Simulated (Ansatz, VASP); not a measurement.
**CaO in VASP and in Ansatz**

```
Ca O
1.0
     0.00000    2.35574    2.35574
     2.35574    0.00000    2.35574
     2.35574    2.35574    0.00000
Ca O
1 1
Direct
  0.00000 0.00000 0.00000
  0.50000 0.50000 0.50000
```

Alike in both runs: task relaxation of cell and atoms; functional LDA; k mesh 12 × 12 × 12; occupations gaussian, width 0.02 eV; no spin polarisation.

|  | VASP | Ansatz |
| --- | --- | --- |
| version | VASP 6.6.1 | Ansatz 0.2.0 |
| potentials or method | VASP PAW LDA potentials, release 64 (Ca_sv, O), cutoff 600 eV | scalar-relativistic, plane waves, PAW |
| valence electrons in the cell | 16 | 16 |

```csv
,VASP,Ansatz,Ansatz less VASP
"gap on the k mesh at the Fermi level, each at its own relaxed structure (eV)",3.43,3.45,+0.023
relaxed volume (Å³/atom),13.13,13.04,-0.087
relaxed cell length with the largest relative difference (Å),3.336,3.329,-0.0074
```

Ansatz warns that its potentials were made for another functional, while VASP's fit it. LDA's correlation is that of Perdew and Zunger in VASP and of Perdew and Wang (1992) in Ansatz.
